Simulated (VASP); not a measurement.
Ge: single point with LDA

Ge:

```
CELL_PARAMETERS angstrom
-1.26291 1.26291 1.26291
1.26291 -1.26291 1.26291
1.26291 1.26291 -1.26291
ATOMIC_POSITIONS crystal
Ge 0.00000 0.00000 0.00000
```

This cell differs from its parent crystal: volume scaled by 0.45.

```yaml
Program: VASP 6.6.1
Task: single point
Functional: LDA
Potentials_or_basis: VASP PAW LDA potentials, release 64 (Ge_d)
Cutoff: 520 eV
k_mesh: 18 × 18 × 18
Occupations: fermi-dirac, width 0.1 eV
Spin: no spin polarisation
Dipole_correction: no
Further_INCAR_settings: ALGO = Normal; EDIFF = 1e-06; NBANDS = 13
```

- Pressure: 386.5 GPa
- Band gap on the k mesh: zero (band 7 reaches 41.66 eV, above the bottom of band 8 at 14.95 eV)

Levels at points of the mesh, in eV from the Fermi level:
```
           k point  band 5  band 6  band 7  band 8  band 9  band 10
(0.00, 0.00, 0.00)  -26.19  -23.92   21.21   21.21   21.21    22.52
(0.50, 0.00, 0.00)  -25.70  -12.56   -9.49    9.37   10.80    13.77
(0.50, 0.50, 0.50)  -25.82   -1.93   -1.93   -1.93    3.52     3.52
```

Wall time 7.2 s on 1 thread of AMD EPYC 9R45 96-Core Processor (Zen 5), with other jobs on the host, peak memory 0.09 GiB.
